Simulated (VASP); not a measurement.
## TiSi2: single point with PBE

TiSi2:

```
CELL_PARAMETERS angstrom
-1.48569 1.70491 4.20475
1.48569 -1.70491 4.20475
1.48569 1.70491 -4.20475
ATOMIC_POSITIONS crystal
Ti 0.00000 0.00000 0.00000
Si 0.32964 0.32964 0.00000
Si 0.67036 0.67036 0.00000
```

| Property | Result |
| --- | --- |
| Program | VASP 6.6.1 |
| Task | single point |
| Functional | PBE |
| Potentials or basis | VASP PAW PBE potentials, release 64 (Ti_sv, Si) |
| Cutoff | 520 eV |
| k mesh | 22 × 22 × 22 |
| Occupations | gaussian, width 0.15 eV |
| Spin | no spin polarisation |

```json
{"Pressure": "0.0 GPa", "Band gap on the k mesh": "zero (bands 10 and 11 overlap by 2.34 eV)"}
```

Stress tensor (GPa, compression positive):
```
-0.30  0.00  0.00
 0.00  0.15  0.00
 0.00  0.00  0.08
```

Levels at points of the mesh, in eV from the Fermi level:
| k point | band 7 | band 8 | band 9 | band 10 | band 11 | band 12 | band 13 | band 14 |
| --- | --- | --- | --- | --- | --- | --- | --- | --- |
| (0.00, 0.00, 0.00) | -4.07 | -2.03 | -0.59 | 0.63 | 2.18 | 2.38 | 3.26 | 3.80 |
| (0.50, 0.00, 0.00) | -4.27 | -3.69 | -0.65 | 0.86 | 1.99 | 2.63 | 3.56 | 4.11 |
| (0.00, 0.50, 0.00) | -3.61 | -3.36 | -0.86 | -0.42 | 1.01 | 2.84 | 3.37 | 4.08 |
| (0.50, 0.50, 0.00) | -5.03 | -4.69 | -2.88 | -1.26 | -0.64 | 2.73 | 2.93 | 3.15 |
| (0.50, 0.50, 0.50) | -1.20 | -1.18 | -0.34 | 0.54 | 1.92 | 2.25 | 2.43 | 3.77 |

It took 20 min on 1 thread of Intel(R) Xeon(R) Platinum 8488C (Sapphire Rapids), with other jobs on the host, peak memory 1.1 GiB.
